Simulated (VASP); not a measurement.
# Ga8AsP6 (a cell with a defect) in VASP: a series of runs

The runs below take Ga8AsP6 (a cell with a defect) through single point, with PBE.

Everything below comes from runs of VASP 6.6.1. Logs are shortened: lines on timing, memory, paths and dates and some standing lists are left out, and cuts for length are marked.

## 1. The cell of the first run

The cell holds a defect, 15 atoms: a = 7.785 Å, b = 7.785 Å, c = 7.785 Å, α = 60.00°, β = 60.00°, γ = 60.00°.

## 2. Single point, PBE

File INCAR:

```
PREC = Accurate
ENCUT = 520
EDIFF = 1E-7
ISMEAR = 0
SIGMA = 0.02
LREAL = Auto
LASPH = True
NELM = 100
ALGO = Normal
ISIF = 2
LWAVE = False
LCHARG = True
GGA = PE
LELF = True
LVHAR = True
NBANDS = 82
```

File KPOINTS:

```
Automatic mesh
0
Gamma
  2 2 2
```

File POSCAR:

```
Ga8AsP6
1.0
   -5.5051169764      5.5051169764      0.0000000000
   -5.5051169764      0.0000000000      5.5051169764
    0.0000000000      5.5051169764      5.5051169764
Ga As P
8 1 6
Direct
    1.0390448604      0.9590481951      0.4590481021
    0.4707374995      1.0480547507      0.5480548393
    0.9833216121      0.4832027206      0.5064265686
    0.9833217937      1.0064262983     -0.0167957376
    0.5088276075      0.5212184432      0.4945445322
    0.5088288790      0.9945446252      0.0212176236
    1.0105095902      0.4972834386     -0.0027168360
    0.4982082146      0.5051370410      0.0051367664
    0.7966135904      0.8556869945      0.3556878098
    0.8870862365      0.3429713679      0.3696191214
    0.8870873264      0.8696195777      0.8429710976
    0.3551899094      0.4073452044      0.3813374010
    0.3551904543      0.8813374940      0.9073452974
    0.8720592170      0.3771413049      0.8771413978
    0.3856399435      0.3759823831      0.8759821128
```

Potentials or basis: VASP PAW PBE potentials, release 64 (Ga_d, As, P).

Run with:

```sh
cat potpaw_PBE.64/Ga_d/POTCAR potpaw_PBE.64/As/POTCAR potpaw_PBE.64/P/POTCAR > POTCAR
mpirun -np 1 vasp_std > vasp.out
```

OUTCAR:

```text
PREC = Accurate
   ENCUT = 520
   EDIFF = 1E-7
   ISMEAR = 0
   LREAL = Auto
   LASPH = True
   NELM = 100
   ISIF = 2
   GGA = PE

 ion  position               nearest neighbor table
   1  0.039  0.959  0.459-  11 2.45  10 2.45
   2  0.471  0.048  0.548-  13 2.31  12 2.31   9 2.36
   3  0.983  0.483  0.506-  14 2.37  10 2.38  12 2.39   9 2.45
   4  0.983  0.006  0.983-  14 2.37  11 2.38  13 2.39   9 2.45
   5  0.509  0.521  0.495-  12 2.43  15 2.43  10 2.44
   6  0.509  0.995  0.021-  13 2.43  15 2.43  11 2.44
   7  0.011  0.497  0.997-  10 2.38  11 2.38  15 2.39  14 2.41
   8  0.498  0.505  0.005-  15 2.36  14 2.38  13 2.40  12 2.40
   9  0.797  0.856  0.356-   2 2.36   4 2.45   3 2.45
  10  0.887  0.343  0.370-   7 2.38   3 2.38   5 2.44   1 2.45
  11  0.887  0.870  0.843-   7 2.38   4 2.38   6 2.44   1 2.45
  12  0.355  0.407  0.381-   2 2.31   3 2.39   8 2.40   5 2.43
  13  0.355  0.881  0.907-   2 2.31   4 2.39   8 2.40   6 2.43
  14  0.872  0.377  0.877-   3 2.37   4 2.37   8 2.38   7 2.41
  15  0.386  0.376  0.876-   8 2.36   7 2.39   5 2.43   6 2.43

  LATTYP: Found a face centered cubic cell.
 ALAT       =    11.0102339528

  Lattice vectors:

 A1 = (  -5.5051169764,   5.5051169764,   0.0000000000)
 A2 = (  -5.5051169764,   0.0000000000,   5.5051169764)
 A3 = (   0.0000000000,   5.5051169764,   5.5051169764)

Analysis of symmetry for initial positions (statically):
=====================================================================
 Subroutine PRICEL returns:
 Original cell was already a primitive cell.

 Routine SETGRP: Setting up the symmetry group for a
 face centered cubic supercell.

 Subroutine GETGRP returns: Found  2 space group operations
 (whereof  1 operations were pure point group operations)
 out of a pool of 48 trial point group operations.

The static configuration has the point symmetry C_1 .
 The point group associated with its full space group is C_1h.

Analysis of symmetry for dynamics (positions and initial velocities):
=====================================================================
 Subroutine PRICEL returns:
 Original cell was already a primitive cell.

 Routine SETGRP: Setting up the symmetry group for a
 face centered cubic supercell.

 Subroutine GETGRP returns: Found  2 space group operations
 (whereof  1 operations were pure point group operations)
 out of a pool of 48 trial point group operations.

The dynamic configuration has the point symmetry C_1 .
 The point group associated with its full space group is C_1h.

 Subroutine INISYM returns: Found  2 space group operations
 (whereof  1 operations are pure point group operations),
 and found     1 'primitive' translations

----------------------------------------------------------------------------------------

                                     Primitive cell

  volume of cell :     333.6796

  direct lattice vectors                    reciprocal lattice vectors
    -5.505116976  5.505116976  0.000000000    -0.090824591  0.090824591 -0.090824591
    -5.505116976  0.000000000  5.505116976    -0.090824591 -0.090824591  0.090824591
     0.000000000  5.505116976  5.505116976     0.090824591  0.090824591  0.090824591

  length of vectors
     7.785411090  7.785411090  7.785411090     0.157312807  0.157312807  0.157312807

  position of ions in fractional coordinates (direct lattice)
     0.039044860  0.959048195  0.459048102
     0.470737499  0.048054751  0.548054839
     0.983321612  0.483202721  0.506426569
     0.983321794  0.006426298  0.983204262
     0.508827608  0.521218443  0.494544532
     0.508828879  0.994544625  0.021217624
     0.010509590  0.497283439  0.997283164
     0.498208215  0.505137041  0.005136766
     0.796613590  0.855686994  0.355687810
     0.887086236  0.342971368  0.369619121
     0.887087326  0.869619578  0.842971098
     0.355189909  0.407345204  0.381337401
     0.355190454  0.881337494  0.907345297
     0.872059217  0.377141305  0.877141398
     0.385639944  0.375982383  0.875982113

  ion indices of the primitive-cell ions
   primitive index   ion index
                 1           1
                 2           2
                 3           3
                 4           4
                 5           5
                 6           6
                 7           7
                 8           8
                 9           9
                10          10
                11          11
                12          12
                13          13
                14          14
                15          15

----------------------------------------------------------------------------------------

 KPOINTS: Automatic mesh

Automatic generation of k-mesh.
 Grid dimensions read from file:
 generate k-points for:    2    2    2

 Generating k-lattice:

  Cartesian coordinates                     Fractional coordinates (reciprocal lattice)
    -0.045412296  0.045412296 -0.045412296     0.500000000  0.000000000  0.000000000
    -0.045412296 -0.045412296  0.045412296     0.000000000  0.500000000  0.000000000
     0.045412296  0.045412296  0.045412296     0.000000000  0.000000000  0.500000000

  Length of vectors
     0.078656403  0.078656403  0.078656403

  Shift w.r.t. Gamma in fractional coordinates (k-lattice)
     0.000000000  0.000000000  0.000000000

 Subroutine IBZKPT returns following result:
 ===========================================

 Found      6 irreducible k-points:

 Following reciprocal coordinates:
            Coordinates               Weight
  0.000000  0.000000  0.000000      1.000000
  0.500000  0.000000  0.000000      1.000000
  0.000000  0.500000  0.000000      2.000000
  0.500000  0.500000  0.500000      1.000000
  0.500000  0.500000  0.000000      2.000000
  0.000000  0.500000  0.500000      1.000000
   k-points           NKPTS =      6   k-points in BZ     NKDIM =      6   number of bands    NBANDS=     82
   number of dos      NEDOS =    301   number of ions     NIONS =     15
   total plane-waves  NPLWV = 216000
   dimension x,y,z NGX =    60 NGY =   60 NGZ =   60
   dimension x,y,z NGXF=   120 NGYF=  120 NGZF=  120
   ions per type =               8   1   6
   NGX,Y,Z   is equivalent  to a cutoff of  12.81, 12.81, 12.81 a.u.
   NGXF,Y,Z  is equivalent  to a cutoff of  25.62, 25.62, 25.62 a.u.
 SYSTEM =  unknown system
   PREC   = accura    normal or accurate (medium, high low for compatibility)
   ISTART =      0    job   : 0-new  1-cont  2-samecut
   ICHARG =      2    charge: 1-file 2-atom 10-const
   ISPIN  =      1    spin polarized calculation?
   LNONCOLLINEAR =      F non collinear calculations
   LSORBIT =      F    spin-orbit coupling
   LASPH  =      T    aspherical Exc in radial PAW
   ENCUT  =  520.0 eV  38.22 Ry    6.18 a.u.  14.48 14.48 14.48*2*pi/ulx,y,z
   NELM   =    100;   NELMIN=  2; NELMDL= -5     # of ELM steps
   EDIFF  = 0.1E-06   stopping-criterion for ELM
   LREAL  =      T    real-space projection
   EDIFFG = 0.1E-05   stopping-criterion for IOM
   NSW    =      0    number of steps for IOM
   IBRION =     -1    ionic relax: 0-MD 1-quasi-New 2-CG
   NFREE  =      0    steps in history (QN), initial steepest desc. (CG)
   ISIF   =      2    stress and relaxation
   ISYM   =      2    0-nonsym 1-usesym 2-fastsym
   POTIM  = 0.5000    time-step for ionic-motion
   TEBEG  =    0.0;   TEEND  =   0.0 temperature during run
   PSTRESS=    0.0 pullay stress
   NELECT =     139.0000    total number of electrons
   NUPDOWN=      -1.0000    fix difference up-down
   EMIN   =  10.00;   EMAX   =-10.00  energy-range for DOS
   EFERMI =   0.00;   METHOD = LEGACY
   ISMEAR =     0;   SIGMA  =   0.02  broadening in eV -4-tet -1-fermi 0-gaus
   EFERMI_NEDOS =   21; number of points for ismear=-14 and -15
   IALGO  =     38    algorithm
   IMIX   =      4    mixing-type and parameters
     AMIX     =   0.40;   BMIX     =  1.00
     AMIX_MAG =   1.60;   BMIX_MAG =  1.00
  volume/ion in A,a.u.               =      22.25       150.12
  Fermi-wavevector in a.u.,A,eV,Ry     =   1.222653  2.310479 20.339082  1.494880
  Thomas-Fermi vector in A             =   2.357792
   LORBIT       =      0    0 simple, 1 ext, 2 COOP (PROOUT), +10 PAW based schemes
   GGA     = PE    functional components
   LHFCALC =     F    Hartree Fock is set to
   AEXX    =    0.0000 exact exchange contribution
   IVDW    =     0    specifies the selected vdW correction
   LEPSILON=     F    determine dielectric tensor
   LRPA    =     F    only Hartree local field effects (RPA)
 non-spin polarized calculation
 Gauss-broadening in eV      SIGMA  =   0.02
  energy-cutoff  :      520.00
  volume of cell :      333.68
 maximum number of plane-waves:      9089
 NGX is ok and might be reduce to    60
   NGX = 29   NGY = 29   NGZ = 29

 number of electron     139.0000004 magnetization

 Free energy of the ion-electron system (eV)
  ---------------------------------------------------
  ext. energy  EPLUGINS =         0.00000000
  ---------------------------------------------------
  free energy    TOTEN  =       -62.67838928 eV

  energy without entropy =      -62.67838928  energy(sigma->0) =      -62.67838928

 E-fermi :   3.9760     XC(G=0):  -9.5065

 val. band max:        3.8619850278   @ k =   0.5000   0.0000   0.0000
 cond. band min:       4.1927358846   @ k =   0.5000   0.5000   0.0000
 fundamental gap:      0.3307508568
 Fermi energy:         3.9760169064

 k-point     1 :       0.0000    0.0000    0.0000
  band No.  band energies     occupation
      1     -11.0911      2.00000
      2     -11.0354      2.00000
      3     -11.0226      2.00000
      4     -10.9916      2.00000
      5     -10.9643      2.00000
      6     -10.8876      2.00000
[... 493 lines left out ...]
     80       8.2729      0.00000
     81       8.6492      0.00000
 [bands above 81 left out]

------------------------ aborting loop because EDIFF is reached ----------------------------------------

  FORCE on cell =-STRESS in cart. coord.  units (eV):
  Direction    XX          YY          ZZ          XY          YZ          ZX
  --------------------------------------------------------------------------------------
  -------------------------------------------------------------------------------------
  Total       -1.0177305     -1.0177305      1.7088872      1.3475775      0.6823797     -0.6823794
  in kB       -4.8866781     -4.8866781      8.2052973      6.4704528      3.2764763     -3.2764749
  external PRESSURE =      -0.5226863 kB  Pullay stress =       0.0000000 kB

 VOLUME and BASIS-vectors are now :
 -----------------------------------------------------------------------------
  energy-cutoff  :      520.00
  volume of cell :      333.68
      direct lattice vectors                 reciprocal lattice vectors
    -5.505116976  5.505116976  0.000000000    -0.090824591  0.090824591 -0.090824591
    -5.505116976  0.000000000  5.505116976    -0.090824591 -0.090824591  0.090824591
     0.000000000  5.505116976  5.505116976     0.090824591  0.090824591  0.090824591

 POSITION                                       TOTAL-FORCE (eV/Angst)
 -----------------------------------------------------------------------------------
     -5.49462      2.74206      7.80679         0.041691     -0.041691      0.001148
     -2.85601      5.60857      3.28165        -0.017357      0.017357     -0.018366
     -8.07339      8.20124      5.44803         0.086676      0.046170     -0.073734
     -5.44868     10.82596      5.44803        -0.046170     -0.086676     -0.073734
     -5.67052      5.52368      5.59189         0.038350     -0.103720      0.028167
     -8.27625      2.91797      5.59189         0.103720     -0.038350      0.028167
     -2.79546      5.54802      8.22776         0.008985     -0.008985      0.041292
     -5.52353      2.77097      2.80912         0.028261     -0.028261     -0.039554
     -9.09611      6.34355      6.66876        -0.483753      0.483753      0.122630
     -6.77161      6.91831      3.92289         0.054485     -0.063869      0.050715
     -9.67088      9.52417      9.42801         0.063869     -0.054485      0.050715
     -4.19785      4.05467      4.34179         0.053247     -0.027107     -0.056948
     -6.80723      6.95041      9.84691         0.027107     -0.053247     -0.056948
     -6.87700      9.62955      6.90497         0.005198     -0.005198     -0.000065
     -4.19282      6.94538      6.89221         0.035690     -0.035690     -0.003485
 -----------------------------------------------------------------------------------
    total drift:                                0.006581      0.010469     -0.007160

  FREE ENERGIE OF THE ION-ELECTRON SYSTEM (eV)
  ---------------------------------------------------
  free  energy   TOTEN  =       -62.6783892810 eV

  energy  without entropy=      -62.6783892810  energy(sigma->0) =      -62.67838928
```

Run time: 5.6 min. Hardware: 1 thread of AMD EPYC 7R13 (Zen 3), shared host; peak memory 0.5 GiB.

What came out:

```yaml
Free_energy: -62.6784 eV
Pressure: -0.1 GPa
Largest_force: 0.695 eV/Å
Band_gap_on_the_k_mesh: zero (an odd number of electrons rules out a gap without spin polarisation)
```

Forces on the atoms (eV/Å):
```
Ga   0.042 -0.042  0.001
Ga  -0.017  0.017 -0.018
Ga   0.087  0.046 -0.074
Ga  -0.046 -0.087 -0.074
Ga   0.038 -0.104  0.028
Ga   0.104 -0.038  0.028
Ga   0.009 -0.009  0.041
Ga   0.028 -0.028 -0.040
As  -0.484  0.484  0.123
P    0.054 -0.064  0.051
P    0.064 -0.054  0.051
P    0.053 -0.027 -0.057
P    0.027 -0.053 -0.057
P    0.005 -0.005  0.000
P    0.036 -0.036 -0.003
```

Caveat: the k points lie up to 0.49 Å⁻¹ apart, too coarse for converged energies and pressures of a metal.

(Part 1 of 2 ends here.)
